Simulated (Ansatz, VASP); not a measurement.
**One calculation of Ag3BrO, two programs**

```xyz
10
Lattice="6.3038 0.0000 0.0000 -3.1519 5.4593 0.0000 0.0000 0.0000 5.2952" Properties=species:S:1:pos:R:3 pbc="T T T"
Ag    3.1519    3.6395    3.9714
Ag    1.5760    0.9099    3.9714
Ag    4.7279    0.9099    3.9714
Ag    0.0000    1.8198    1.3238
Ag    1.5760    4.5494    1.3238
Ag   -1.5760    4.5494    1.3238
Br    0.0000    3.6395    3.9714
Br    3.1519    1.8198    1.3238
O     0.0000    0.0000    0.0000
O     0.0000    0.0000    2.6476
```

Alike in both runs: task single point; functional PBE; k mesh 3 × 3 × 4; occupations gaussian, width 0.1 eV; no spin polarisation.

```csv
,VASP,Ansatz
version,VASP 6.6.1,Ansatz 0.2.0
potentials or method,"VASP PAW PBE potentials, release 64 (Ag, Br, O), cutoff 520 eV","scalar-relativistic, plane waves, PAW"
valence electrons in the cell,92,140
```

VASP gave:

```
gap on the k mesh at the Fermi level (eV)                     : none
pressure (GPa)                                                : 4.4
traceless stress, the component that is largest in VASP (GPa) : 1.05
rms of the force components (eV/Å)                            : 0.545
```

**Question.** Estimate Ansatz's values.

**Answer.** gap on the k mesh at the Fermi level (eV): none; pressure (GPa): 4.5; traceless stress, the component that is largest in VASP (GPa): 1.03; rms of the force components (eV/Å): 0.547.

Atom by atom the forces differ by 0.002 eV/Å (rms over components). A gap of «none» marks a metal or a gap that the smearing closes. VASP's potentials hold 92 valence electrons a cell and Ansatz's 140, so a difference there can come from the potentials and not from the codes.

The k mesh is coarse, so the values compare programs but aren't converged.
